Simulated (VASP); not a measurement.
Here is a VASP 6.6.1 calculation.

POSCAR

```
MgI2
1.0
    4.1674180176      0.0000000000      0.0000000000
   -2.0837090088      3.6090898714      0.0000000000
    0.0000000000      0.0000000000      6.9255642418
I Mg
2 1
Direct
    0.6666666667      0.3333333333      0.7500000000
    0.3333333333      0.6666666667      0.2500000000
    0.0000000000      0.0000000000      0.0000000000
```

INCAR.step1

```
SYSTEM = MgI2
GGA = MK
LUSE_VDW = .True.
AGGAC = 0.0
PARAM1 = 0.1234
PARAM2 = 1.0
ISMEAR = 0
SIGMA = 0.03
LWAVE = .False.
LCHARG = .False.
NSW = 80
PREC = Accurate
LASPH = .True.
LREAL = .False.
ALGO = Normal
EDIFF = 1E-6
NELM = 120
GGA_COMPAT = .False.
IBRION = 2
ISIF = 3
EDIFFG = -0.005
NELMIN = 4
ENCUT = 300
EFERMI = MIDGAP
POTIM = 0.5
```

The input INCAR.step3:

```
SYSTEM = MgI2
GGA = MK
LUSE_VDW = .True.
AGGAC = 0.0
PARAM1 = 0.1234
PARAM2 = 1.0
ISMEAR = 0
SIGMA = 0.03
LWAVE = .False.
LCHARG = .False.
PREC = Accurate
LASPH = .True.
LREAL = .False.
ALGO = Normal
EDIFF = 1E-6
NELM = 120
GGA_COMPAT = .False.
ISIF = 2
ENCUT = 300
EFERMI = MIDGAP
```

The input KPOINTS:

```
Automatic mesh
0
Gamma
  5 5 3
  0 0 0
```

Potentials or basis: VASP PAW PBE potentials, release 64 (I, Mg).

The run is started by

```console
$ cat potpaw_PBE.64/I/POTCAR potpaw_PBE.64/Mg/POTCAR > POTCAR
$ cp INCAR.step1 INCAR
$ cp POSCAR.step1 POSCAR
$ mpirun -np 1 vasp_std > vasp.out
$ cp CONTCAR POSCAR
$ mpirun -np 1 vasp_std > vasp.out
$ cp CONTCAR POSCAR
$ cp INCAR.step3 INCAR
$ mpirun -np 1 vasp_std > vasp.out
```

Estimate the space group after relaxing (to 0.1 Å).

P-3m1 (No. 164).

What does it give for the relaxed cell?

a = 4.156 Å, b = 4.156 Å, c = 6.843 Å, α = 90.00°, β = 90.00°, γ = 120.00°.

What does it give for the band gap on the k mesh?

3.53 eV (least direct gap 3.63 eV).

What does it give for the relaxed volume?

34.12 Å³/atom.

Final structure:
```cif
data_structure
_symmetry_space_group_name_H-M 'P 1'
_symmetry_Int_Tables_number 1
_cell_length_a 4.1562
_cell_length_b 4.1562
_cell_length_c 6.8428
_cell_angle_alpha 90.000
_cell_angle_beta 90.000
_cell_angle_gamma 120.000
_cell_volume 102.36
loop_
_atom_site_label
_atom_site_type_symbol
_atom_site_fract_x
_atom_site_fract_y
_atom_site_fract_z
_atom_site_occupancy
I1 I 0.66667 0.33333 0.75504 1
I2 I 0.33333 0.66667 0.24496 1
Mg1 Mg 0.00000 0.00000 0.00000 1
```

Caveat: the PAW data sets were made with another functional, which shifts forces and pressure a little; spin-orbit coupling is left out, which moves the levels of the heavy elements. A k mesh can miss the band edges.
